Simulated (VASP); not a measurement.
# Ag (Fm-3m) in VASP: single point with PBE+D3(BJ)

Aim: the single point of Ag with PBE+D3(BJ).

All numbers are computed with VASP 6.6.1; they aren't measurements. Logs are shortened: lines on timing, memory, paths and dates and some standing lists are left out, and cuts for length are marked.

## 1. The cell of the first run

The structure is cubic, space group Fm-3m (No. 225). Conventional cell: a = 4.074 Å, b = 4.074 Å, c = 4.074 Å, α = 90.00°, β = 90.00°, γ = 90.00°. Ag (site symmetry m-3m) has 12 Ag at 2.88 Å within 3.8 Å.

## 2. Single point, PBE+D3(BJ)

INCAR reads:

```
  PREC = Accurate
  ENCUT = 500
  EDIFF = 1E-6
  ISMEAR = 0
  SIGMA = 0.1
  LREAL = False
  LASPH = True
  NELM = 120
  ALGO = Normal
  ISIF = 2
  LWAVE = False
  LCHARG = False
  GGA = PE
  IVDW = 12
  NBANDS = 12
  GGA_COMPAT = False
```

KPOINTS reads:

```
regular mesh
0
Gamma
  18 18 18
```

POSCAR reads:

```
Ag
1.0
    0.0000000000      2.0369025295      2.0369025295
    2.0369025295      0.0000000000      2.0369025295
    2.0369025295      2.0369025295      0.0000000000
Ag
1
Direct
    0.0000000000      0.0000000000      0.0000000000
```

Potentials or basis: VASP PAW PBE potentials, release 64 (Ag).

Command:

```
$ cat potpaw_PBE.64/Ag/POTCAR > POTCAR
$ mpirun -np 1 vasp_std > vasp.out
```

OUTCAR:

```text
PREC = Accurate
   ENCUT = 500
   EDIFF = 1E-6
   ISMEAR = 0
   LREAL = False
   LASPH = True
   NELM = 120
   ISIF = 2
   GGA = PE
   IVDW = 12
 IVDW          = 12

 ion  position               nearest neighbor table
   1  0.000  0.000  0.000-

  LATTYP: Found a face centered cubic cell.
 ALAT       =     4.0738050590

  Lattice vectors:

 A1 = (   0.0000000000,   2.0369025295,   2.0369025295)
 A2 = (   2.0369025295,   0.0000000000,   2.0369025295)
 A3 = (   2.0369025295,   2.0369025295,   0.0000000000)

Analysis of symmetry for initial positions (statically):
=====================================================================
 Subroutine PRICEL returns:
 Original cell was already a primitive cell.

 Routine SETGRP: Setting up the symmetry group for a
 face centered cubic supercell.

 Subroutine GETGRP returns: Found 48 space group operations
 (whereof 48 operations were pure point group operations)
 out of a pool of 48 trial point group operations.

The static configuration has the point symmetry O_h .

Analysis of symmetry for dynamics (positions and initial velocities):
=====================================================================
 Subroutine PRICEL returns:
 Original cell was already a primitive cell.

 Routine SETGRP: Setting up the symmetry group for a
 face centered cubic supercell.

 Subroutine GETGRP returns: Found 48 space group operations
 (whereof 48 operations were pure point group operations)
 out of a pool of 48 trial point group operations.

The dynamic configuration has the point symmetry O_h .

 Subroutine INISYM returns: Found 48 space group operations
 (whereof 48 operations are pure point group operations),
 and found     1 'primitive' translations

----------------------------------------------------------------------------------------

                                     Primitive cell

  volume of cell :      16.9021

  direct lattice vectors                    reciprocal lattice vectors
     0.000000000  2.036902529  2.036902529    -0.245470754  0.245470754  0.245470754
     2.036902529  0.000000000  2.036902529     0.245470754 -0.245470754  0.245470754
     2.036902529  2.036902529  0.000000000     0.245470754  0.245470754 -0.245470754

  length of vectors
     2.880615182  2.880615182  2.880615182     0.425167818  0.425167818  0.425167818

  position of ions in fractional coordinates (direct lattice)
     0.000000000  0.000000000  0.000000000

  ion indices of the primitive-cell ions
   primitive index   ion index
                 1           1

[... 83 lines left out ...]
   NUPDOWN=      -1.0000    fix difference up-down
   EMIN   =  10.00;   EMAX   =-10.00  energy-range for DOS
   EFERMI =   0.00;   METHOD = LEGACY
   ISMEAR =     0;   SIGMA  =   0.10  broadening in eV -4-tet -1-fermi 0-gaus
   EFERMI_NEDOS =   21; number of points for ismear=-14 and -15
   IALGO  =     38    algorithm
   IMIX   =      4    mixing-type and parameters
     AMIX     =   0.40;   BMIX     =  1.00
     AMIX_MAG =   1.60;   BMIX_MAG =  1.00
  volume/ion in A,a.u.               =      16.90       114.06
  Fermi-wavevector in a.u.,A,eV,Ry     =   1.418705  2.680964 27.384777  2.012724
  Thomas-Fermi vector in A             =   2.539803
   LORBIT       =      0    0 simple, 1 ext, 2 COOP (PROOUT), +10 PAW based schemes
   GGA     = PE    functional components
   LHFCALC =     F    Hartree Fock is set to
   AEXX    =    0.0000 exact exchange contribution
   IVDW    =    12    specifies the selected vdW correction
   LEPSILON=     F    determine dielectric tensor
   LRPA    =     F    only Hartree local field effects (RPA)
 non-spin polarized calculation
 Gauss-broadening in eV      SIGMA  =   0.10
  energy-cutoff  :      500.00
  volume of cell :       16.90
 maximum number of plane-waves:       444
 NGX is ok and might be reduce to    24
   NGX = 11   NGY = 11   NGZ = 11

 number of electron      10.9999999 magnetization

 Free energy of the ion-electron system (eV)
  ---------------------------------------------------
  ext. energy  EPLUGINS =         0.00000000
  ---------------------------------------------------
  free energy    TOTEN  =        -2.70541178 eV

  energy without entropy =       -2.70443734  energy(sigma->0) =       -2.70492456

 E-fermi :   8.5237     XC(G=0): -12.2620

 val. band max:        8.4857291892   @ k =   0.5000   0.1667   0.0556
 cond. band min:       8.6628435863   @ k =   0.5000   0.3333   0.1111
 fundamental gap:      0.1771143971
 Fermi energy:         8.5236915301

 k-point     1 :       0.0000    0.0000    0.0000
  band No.  band energies     occupation
      1       0.7200      2.00000
      2       3.7146      2.00000
      3       3.7146      2.00000
      4       3.7146      2.00000
      5       4.7648      2.00000
      6       4.7648      2.00000
      7      24.5958      0.00000
      8      28.2261      0.00000
      9      28.2261      0.00000
     10      28.2261      0.00000
     11      33.0536      0.00000
     12      34.2538      0.00000
[... 331 lines left out ...]
 k-point    24 :      -0.2222    0.0556    0.0000
  band No.  band energies     occupation
      1       2.1415      2.00000
      2       3.7223      2.00000
      3       3.9625      2.00000
      4       3.9813      2.00000
      5       4.7158      2.00000
      6       5.0877      2.00000
      7      20.1867      0.00000
      8      24.8406      0.00000
      9      27.2820      0.00000
     10      29.8801      0.00000
     11      30.4042      0.00000
     12      31.4201      0.00000

 [... further k-points ...]

------------------------ aborting loop because EDIFF is reached ----------------------------------------

 Edisp (eV)   -0.59425

 E8    (eV) :    -0.2597

  FORCE on cell =-STRESS in cart. coord.  units (eV):
  Direction    XX          YY          ZZ          XY          YZ          ZX
  --------------------------------------------------------------------------------------
  -------------------------------------------------------------------------------------
  Total      -0.01976    -0.01976    -0.01976    -0.00000     0.00000     0.00000
  in kB      -1.87293    -1.87293    -1.87293    -0.00000     0.00000     0.00000
  external pressure =       -1.87 kB  Pullay stress =        0.00 kB

 VOLUME and BASIS-vectors are now :
 -----------------------------------------------------------------------------
  energy-cutoff  :      500.00
  volume of cell :       16.90
      direct lattice vectors                 reciprocal lattice vectors
     0.000000000  2.036902529  2.036902529    -0.245470754  0.245470754  0.245470754
     2.036902529  0.000000000  2.036902529     0.245470754 -0.245470754  0.245470754
     2.036902529  2.036902529  0.000000000     0.245470754  0.245470754 -0.245470754

 POSITION                                       TOTAL-FORCE (eV/Angst)
 -----------------------------------------------------------------------------------
      0.00000      0.00000      0.00000         0.000000      0.000000      0.000000
 -----------------------------------------------------------------------------------
    total drift:                               -0.000000      0.000000      0.000000

  FREE ENERGIE OF THE ION-ELECTRON SYSTEM (eV)
  ---------------------------------------------------
  free  energy   TOTEN  =        -3.2996605183 eV

  energy  without entropy=       -3.2986860792  energy(sigma->0) =       -3.29917330
```

Run time: 9.4 s. Hardware: 1 thread of Intel Xeon 6975P-C (Granite Rapids), shared host; peak memory 0.17 GiB.

Results:

```
Free energy                : -3.2997 eV
Pressure                   : -0.2 GPa
Band gap on the k mesh     : zero (an odd number of electrons rules out a gap without spin polarisation)
Dispersion energy per atom : -0.594 eV
```

Levels at points of the mesh, in eV from the Fermi level:
| k point | band 2 | band 3 | band 4 | band 5 | band 6 | band 7 | band 8 | band 9 | band 10 | band 11 |
| --- | --- | --- | --- | --- | --- | --- | --- | --- | --- | --- |
| (0.00, 0.00, 0.00) | -4.81 | -4.81 | -4.81 | -3.76 | -3.76 | 16.07 | 19.70 | 19.70 | 19.70 | 24.53 |
| (0.50, 0.00, 0.00) | -4.83 | -4.83 | -2.95 | -2.95 | -0.39 | 3.68 | 15.31 | 17.99 | 17.99 | 23.01 |
| (0.50, 0.50, 0.00) | -6.33 | -2.98 | -2.74 | -2.74 | 1.63 | 6.84 | 10.74 | 10.74 | 17.32 | 17.40 |
